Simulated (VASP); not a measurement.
# LiTmH4 in VASP: notebook

The runs below take LiTmH4 through single point, with PBE.

Program: VASP 6.6.1. These are calculated values, not measurements. Logs are shortened: lines on timing, memory, paths and dates and some standing lists are left out, and cuts for length are marked.

## (1) The cell of the first run

The typed cell holds 6 atoms: a = 4.360 Å, b = 4.360 Å, c = 4.360 Å, α = 113.52°, β = 113.52°, γ = 101.64°.

The cell was generated, and may not be a known phase.

## (2) Single point, PBE

INCAR

```
SYSTEM = LiTmH4
PREC = Accurate
ENCUT = 750
EDIFF = 1E-6
ISMEAR = 0
SIGMA = 0.15
LREAL = .False.
LASPH = .True.
NELM = 200
ALGO = Normal
ISIF = 2
LWAVE = .False.
LCHARG = .False.
GGA = PE
NBANDS = 17
GGA_COMPAT = .False.
LMAXMIX = 6
```

KPOINTS

```
Automatic mesh
0
Gamma
  4 4 4
  0 0 0
```

POSCAR

```
LiTmH4
1.0
   -2.3899210381      2.3899210381      2.7546516905
    2.3899210381     -2.3899210381      2.7546516905
    2.3899210381      2.3899210381     -2.7546516905
Li Tm H
1 1 4
Direct
    0.2622494072      0.2622494072      0.0000000000
    0.7619958641      0.7619958641      0.0000000000
    0.2619086289      0.2619086289      0.5002981135
    0.7616105154      0.7616105154      0.4997018865
    0.2619086289      0.7616105154      0.0000000000
    0.7616105154      0.2619086289      0.0000000000
```

Potentials or basis: VASP PAW PBE potentials, release 64 (Li_sv, Tm_3, H), 4f in core.

The run is started by

```console
cat potpaw_PBE.64/Li_sv/POTCAR potpaw_PBE.64/Tm_3/POTCAR potpaw_PBE.64/H/POTCAR > POTCAR
mpirun -np 1 vasp_std > vasp.out
```

OUTCAR:

```text
SYSTEM = LiTmH4
   PREC = Accurate
   ENCUT = 750
   EDIFF = 1E-6
   ISMEAR = 0
   LREAL = .False.
   LASPH = .True.
   NELM = 200
   ISIF = 2
   GGA = PE

 ion  position               nearest neighbor table
   1  0.262  0.262  0.000-   2 2.75   2 2.76
   2  0.762  0.762  0.000-   3 2.18   5 2.18   6 2.18   4 2.18   4 2.18   6 2.18   5 2.18   3 2.18
                             1 2.75   1 2.76
   3  0.262  0.262  0.500-   2 2.18   2 2.18
   4  0.762  0.762  0.500-   2 2.18   2 2.18
   5  0.262  0.762  0.000-   2 2.18   2 2.18
   6  0.762  0.262  0.000-   2 2.18   2 2.18

  LATTYP: Found a body centered tetragonal cell.
 ALAT       =     4.7798420762
 C/A-ratio  =     1.1526120096

  Lattice vectors:

 A1 = (  -2.3899210381,   2.3899210381,   2.7546516905)
 A2 = (   2.3899210381,  -2.3899210381,   2.7546516905)
 A3 = (   2.3899210381,   2.3899210381,  -2.7546516905)

Analysis of symmetry for initial positions (statically):
=====================================================================
 Subroutine PRICEL returns:
 Original cell was already a primitive cell.

 Routine SETGRP: Setting up the symmetry group for a
 body centered tetragonal supercell.

 Subroutine GETGRP returns: Found  8 space group operations
 (whereof  8 operations were pure point group operations)
 out of a pool of 16 trial point group operations.

The static configuration has the point symmetry C_4v.

Analysis of symmetry for dynamics (positions and initial velocities):
=====================================================================
 Subroutine PRICEL returns:
 Original cell was already a primitive cell.

 Routine SETGRP: Setting up the symmetry group for a
 body centered tetragonal supercell.

 Subroutine GETGRP returns: Found  8 space group operations
 (whereof  8 operations were pure point group operations)
 out of a pool of 16 trial point group operations.

The dynamic configuration has the point symmetry C_4v.

 Subroutine INISYM returns: Found  8 space group operations
 (whereof  8 operations are pure point group operations),
 and found     1 'primitive' translations

----------------------------------------------------------------------------------------

                                     Primitive cell

  volume of cell :      62.9352

  direct lattice vectors                    reciprocal lattice vectors
    -2.389921038  2.389921038  2.754651690     0.000000000  0.209211933  0.181511151
     2.389921038 -2.389921038  2.754651690     0.209211933  0.000000000  0.181511151
     2.389921038  2.389921038 -2.754651690     0.209211933  0.209211933  0.000000000

  length of vectors
     4.360223741  4.360223741  4.360223741     0.276976409  0.276976409  0.295870353

  position of ions in fractional coordinates (direct lattice)
     0.262249407  0.262249407  0.000000000
     0.761995864  0.761995864  0.000000000
     0.261908629  0.261908629  0.500298114
     0.761610515  0.761610515  0.499701886
     0.261908629  0.761610515  0.000000000
     0.761610515  0.261908629  0.000000000

  ion indices of the primitive-cell ions
   primitive index   ion index
                 1           1
                 2           2
                 3           3
                 4           4
                 5           5
                 6           6

----------------------------------------------------------------------------------------

 KPOINTS: Automatic mesh

Automatic generation of k-mesh.
 Grid dimensions read from file:
 generate k-points for:    4    4    4

 Generating k-lattice:

  Cartesian coordinates                     Fractional coordinates (reciprocal lattice)
     0.000000000  0.052302983  0.045377788     0.250000000  0.000000000  0.000000000
     0.052302983  0.000000000  0.045377788     0.000000000  0.250000000  0.000000000
     0.052302983  0.052302983  0.000000000     0.000000000  0.000000000  0.250000000

  Length of vectors
     0.069244102  0.069244102  0.073967588

  Shift w.r.t. Gamma in fractional coordinates (k-lattice)
     0.000000000  0.000000000  0.000000000

 Subroutine IBZKPT returns following result:
 ===========================================

 Found     13 irreducible k-points:

 Following reciprocal coordinates:
            Coordinates               Weight
  0.000000  0.000000  0.000000      1.000000
  0.250000 -0.000000  0.000000      8.000000
  0.500000 -0.000000  0.000000      4.000000
  0.250000  0.250000  0.000000      8.000000
  0.500000  0.250000  0.000000     16.000000
 -0.250000  0.250000  0.000000      4.000000
  0.500000  0.500000  0.000000      2.000000
  0.250000  0.250000  0.250000      2.000000
 -0.250000  0.250000  0.250000      4.000000
  0.500000  0.500000  0.250000      4.000000
 -0.250000  0.500000  0.250000      8.000000
 -0.250000 -0.250000  0.250000      2.000000
  0.500000  0.500000  0.500000      1.000000
   k-points           NKPTS =     13   k-points in BZ     NKDIM =     13   number of bands    NBANDS=     17
   number of dos      NEDOS =    301   number of ions     NIONS =      6
   total plane-waves  NPLWV =  64000
   dimension x,y,z NGX =    40 NGY =   40 NGZ =   40
   dimension x,y,z NGXF=    80 NGYF=   80 NGZF=   80
   ions per type =               1   1   4
   NGX,Y,Z   is equivalent  to a cutoff of  15.25, 15.25, 15.25 a.u.
   NGXF,Y,Z  is equivalent  to a cutoff of  30.50, 30.50, 30.50 a.u.
 SYSTEM =  LiTmH4
   PREC   = accura    normal or accurate (medium, high low for compatibility)
   ISTART =      0    job   : 0-new  1-cont  2-samecut
   ICHARG =      2    charge: 1-file 2-atom 10-const
   ISPIN  =      1    spin polarized calculation?
   LNONCOLLINEAR =      F non collinear calculations
   LSORBIT =      F    spin-orbit coupling
   LASPH  =      T    aspherical Exc in radial PAW
   ENCUT  =  750.0 eV  55.12 Ry    7.42 a.u.   9.74  9.74  9.74*2*pi/ulx,y,z
   NELM   =    200;   NELMIN=  2; NELMDL= -5     # of ELM steps
   EDIFF  = 0.1E-05   stopping-criterion for ELM
   LREAL  =      F    real-space projection
   EDIFFG = 0.1E-04   stopping-criterion for IOM
   NSW    =      0    number of steps for IOM
   IBRION =     -1    ionic relax: 0-MD 1-quasi-New 2-CG
   NFREE  =      0    steps in history (QN), initial steepest desc. (CG)
   ISIF   =      2    stress and relaxation
   ISYM   =      2    0-nonsym 1-usesym 2-fastsym
   POTIM  = 0.5000    time-step for ionic-motion
   TEBEG  =    0.0;   TEEND  =   0.0 temperature during run
   PSTRESS=    0.0 pullay stress
   NELECT =      16.0000    total number of electrons
   NUPDOWN=      -1.0000    fix difference up-down
   EMIN   =  10.00;   EMAX   =-10.00  energy-range for DOS
   EFERMI =   0.00;   METHOD = LEGACY
   ISMEAR =     0;   SIGMA  =   0.15  broadening in eV -4-tet -1-fermi 0-gaus
   EFERMI_NEDOS =   21; number of points for ismear=-14 and -15
   IALGO  =     38    algorithm
   IMIX   =      4    mixing-type and parameters
     AMIX     =   0.40;   BMIX     =  1.00
     AMIX_MAG =   1.60;   BMIX_MAG =  1.00
  volume/ion in A,a.u.               =      10.49        70.78
  Fermi-wavevector in a.u.,A,eV,Ry     =   1.037091  1.959818 14.633854  1.075558
  Thomas-Fermi vector in A             =   2.171513
   LORBIT       =      0    0 simple, 1 ext, 2 COOP (PROOUT), +10 PAW based schemes
   GGA     = PE    functional components
   LHFCALC =     F    Hartree Fock is set to
   AEXX    =    0.0000 exact exchange contribution
   IVDW    =     0    specifies the selected vdW correction
   LEPSILON=     F    determine dielectric tensor
   LRPA    =     F    only Hartree local field effects (RPA)
 non-spin polarized calculation
 Gauss-broadening in eV      SIGMA  =   0.15
  energy-cutoff  :      750.00
  volume of cell :       62.94
 maximum number of plane-waves:      2992
 NGX is ok and might be reduce to    40
   NGX = 19   NGY = 19   NGZ = 19

 number of electron      15.9999996 magnetization

 Free energy of the ion-electron system (eV)
  ---------------------------------------------------
  ext. energy  EPLUGINS =         0.00000000
  ---------------------------------------------------
  free energy    TOTEN  =       -21.27349984 eV

  energy without entropy =      -21.27336503  energy(sigma->0) =      -21.27343244

 E-fermi :   1.3327     XC(G=0):  -8.7966

 val. band max:        0.9942386762   @ k =  -0.2500   0.5000   0.2500
 cond. band min:       1.6358229617   @ k =   0.5000   0.5000   0.5000
 fundamental gap:      0.6415842855
 Fermi energy:         1.3326999411

 k-point     1 :       0.0000    0.0000    0.0000
  band No.  band energies     occupation
      1     -45.0771      2.00000
      2     -24.0784      2.00000
      3     -24.0449      2.00000
      4     -24.0449      2.00000
      5      -6.0358      2.00000
      6      -1.8469      2.00000
[... 9 lines left out ...]
     16      11.0447      0.00000
     17      11.0598      0.00000

 k-point     2 :       0.2500   -0.0000    0.0000
  band No.  band energies     occupation
      1     -45.0771      2.00000
      2     -24.1037      2.00000
      3     -24.0577      2.00000
      4     -24.0542      2.00000
      5      -5.3544      2.00000
      6      -2.1582      2.00000
[... 9 lines left out ...]
     16       9.7690      0.00000
     17      10.6222      0.00000

 k-point     3 :       0.5000   -0.0000    0.0000
  band No.  band energies     occupation
      1     -45.0771      2.00000
      2     -24.1362      2.00000
      3     -24.0705      2.00000
      4     -24.0559      2.00000
      5      -4.3091      2.00000
      6      -2.7914      2.00000
[... 9 lines left out ...]
     16      10.6431      0.00000
     17      11.2088      0.00000

 k-point     4 :       0.2500    0.2500    0.0000
  band No.  band energies     occupation
      1     -45.0771      2.00000
      2     -24.1258      2.00000
      3     -24.0753      2.00000
      4     -24.0618      2.00000
      5      -4.3258      2.00000
      6      -2.2990      2.00000
[... 9 lines left out ...]
     16       9.7214      0.00000
     17       9.9588      0.00000

 k-point     5 :       0.5000    0.2500    0.0000
  band No.  band energies     occupation
      1     -45.0770      2.00000
      2     -24.1225      2.00000
      3     -24.0874      2.00000
      4     -24.0582      2.00000
      5      -4.0312      2.00000
      6      -2.6003      2.00000
[... 9 lines left out ...]
     16       9.8455      0.00000
     17      10.9911      0.00000

 k-point     6 :      -0.2500    0.2500    0.0000
  band No.  band energies     occupation
      1     -45.0770      2.00000
      2     -24.0966      2.00000
      3     -24.0782      2.00000
      4     -24.0460      2.00000
      5      -5.2251      2.00000
      6      -2.1714      2.00000
[... 9 lines left out ...]
     16      10.0271      0.00000
     17      10.3584      0.00000

 k-point     7 :       0.5000    0.5000    0.0000
  band No.  band energies     occupation
      1     -45.0769      2.00000
      2     -24.1147      2.00000
      3     -24.1113      2.00000
      4     -24.0472      2.00000
      5      -3.6758      2.00000
      6      -2.6684      2.00000
[... 9 lines left out ...]
     16      11.0526      0.00000
     17      11.1037      0.00000

 k-point     8 :       0.2500    0.2500    0.2500
  band No.  band energies     occupation
      1     -45.0771      2.00000
      2     -24.1115      2.00000
      3     -24.0792      2.00000
      4     -24.0792      2.00000
      5      -2.7091      2.00000
      6      -2.6388      2.00000
[... 9 lines left out ...]
     16       9.5275      0.00000
     17      10.6625      0.00000

 k-point     9 :      -0.2500    0.2500    0.2500
  band No.  band energies     occupation
      1     -45.0769      2.00000
      2     -24.1158      2.00000
      3     -24.0802      2.00000
      4     -24.0707      2.00000
      5      -4.4382      2.00000
      6      -2.4953      2.00000
[... 9 lines left out ...]
     16       9.7271      0.00000
     17      10.5287      0.00000

 k-point    10 :       0.5000    0.5000    0.2500
  band No.  band energies     occupation
      1     -45.0768      2.00000
      2     -24.1348      2.00000
      3     -24.1048      2.00000
      4     -24.0728      2.00000
      5      -2.8686      2.00000
      6      -2.6978      2.00000
[... 9 lines left out ...]
     16      10.2338      0.00000
     17      11.5015      0.00000

 k-point    11 :      -0.2500    0.5000    0.2500
  band No.  band energies     occupation
      1     -45.0769      2.00000
      2     -24.1402      2.00000
      3     -24.0845      2.00000
      4     -24.0826      2.00000
      5      -3.5964      2.00000
      6      -2.4439      2.00000
[... 9 lines left out ...]
     16      10.2498      0.00000
     17      11.3330      0.00000

 k-point    12 :      -0.2500   -0.2500    0.2500
  band No.  band energies     occupation
      1     -45.0772      2.00000
      2     -24.1136      2.00000
      3     -24.0715      2.00000
      4     -24.0715      2.00000
      5      -4.8374      2.00000
      6      -1.8427      2.00000
[... 9 lines left out ...]
     16       8.8173      0.00000
     17       9.8057      0.00000

 k-point    13 :       0.5000    0.5000    0.5000
  band No.  band energies     occupation
      1     -45.0768      2.00000
      2     -24.1548      2.00000
      3     -24.0983      2.00000
      4     -24.0983      2.00000
      5      -2.8429      2.00000
      6      -1.6409      2.00000
[... 9 lines left out ...]
     16      11.2716      0.00000
     17      12.4669      0.00000

------------------------ aborting loop because EDIFF is reached ----------------------------------------

  FORCE on cell =-STRESS in cart. coord.  units (eV):
  Direction    XX          YY          ZZ          XY          YZ          ZX
  --------------------------------------------------------------------------------------
  -------------------------------------------------------------------------------------
  Total        0.0753628      0.0753628      0.1895719      0.0000000      0.0000000      0.0000000
  in kB        1.9185526      1.9185526      4.8260374      0.0000000      0.0000000      0.0000000
  external PRESSURE =       2.8877142 kB  Pullay stress =       0.0000000 kB

 VOLUME and BASIS-vectors are now :
 -----------------------------------------------------------------------------
  energy-cutoff  :      750.00
  volume of cell :       62.94
      direct lattice vectors                 reciprocal lattice vectors
    -2.389921038  2.389921038  2.754651690     0.000000000  0.209211933  0.181511151
     2.389921038 -2.389921038  2.754651690     0.209211933  0.000000000  0.181511151
     2.389921038  2.389921038 -2.754651690     0.209211933  0.209211933  0.000000000

 POSITION                                       TOTAL-FORCE (eV/Angst)
 -----------------------------------------------------------------------------------
      0.00000      0.00000      1.44481         0.000000     -0.000000     -0.003935
      0.00000      0.00000      4.19807         0.000000     -0.000000      0.000368
      1.19567      1.19567      0.06479        -0.001906     -0.001906      0.000892
      1.19425      1.19425      2.81944         0.001906      0.001906      0.000892
      1.19425     -1.19425      2.81944         0.001906     -0.001906      0.000892
     -1.19425      1.19425      2.81944        -0.001906      0.001906      0.000892
 -----------------------------------------------------------------------------------
    total drift:                               -0.000000     -0.000000     -0.000069

  FREE ENERGIE OF THE ION-ELECTRON SYSTEM (eV)
  ---------------------------------------------------
  free  energy   TOTEN  =       -21.2734998437 eV

  energy  without entropy=      -21.2733650337  energy(sigma->0) =      -21.27343244
```

It took 31 s on 1 thread of Intel Xeon 8259CL, shared host; peak memory 0.25 GiB.

What came out:

| Quantity | Value |
| --- | --- |
| Free energy | -21.2735 eV |
| Pressure | 0.3 GPa |
| Largest force | 0.004 eV/Å |
| Band gap on the k mesh | 0.64 eV (least direct gap 0.67 eV) |

Forces on the atoms (eV/Å):
```
Li   0.000  0.000 -0.004
Tm   0.000  0.000  0.000
H   -0.002 -0.002  0.001
H    0.002  0.002  0.001
H    0.002 -0.002  0.001
H   -0.002  0.002  0.001
```

Levels at points of the mesh, in eV from the valence-band top:
| k point | band 4 | band 5 | band 6 | band 7 | band 8 | band 9 | band 10 | band 11 | band 12 | band 13 |
| --- | --- | --- | --- | --- | --- | --- | --- | --- | --- | --- |
| (0.00, 0.00, 0.00) | -25.04 | -7.03 | -2.84 | -2.84 | -1.76 | 3.34 | 3.45 | 5.28 | 5.28 | 5.39 |
| (0.50, 0.00, 0.00) | -25.05 | -5.30 | -3.79 | -2.93 | -0.56 | 1.42 | 3.44 | 3.67 | 3.88 | 6.41 |
| (0.50, 0.50, 0.00) | -25.04 | -4.67 | -3.66 | -3.45 | -1.63 | 2.72 | 3.74 | 4.00 | 4.02 | 4.07 |
| (0.50, 0.50, 0.50) | -25.09 | -3.84 | -2.64 | -2.64 | -0.03 | 0.64 | 1.48 | 2.81 | 3.61 | 3.69 |

Caveat: the k points lie up to 0.44 Å⁻¹ apart; spin-orbit coupling is left out, which moves the levels of the heavy elements; the 4f electrons are frozen in the core, so they carry no moment and show no levels.

[end of part 1 of 2]

The gap in the log of VASP goes by the Fermi energy; the results here count the filled bands.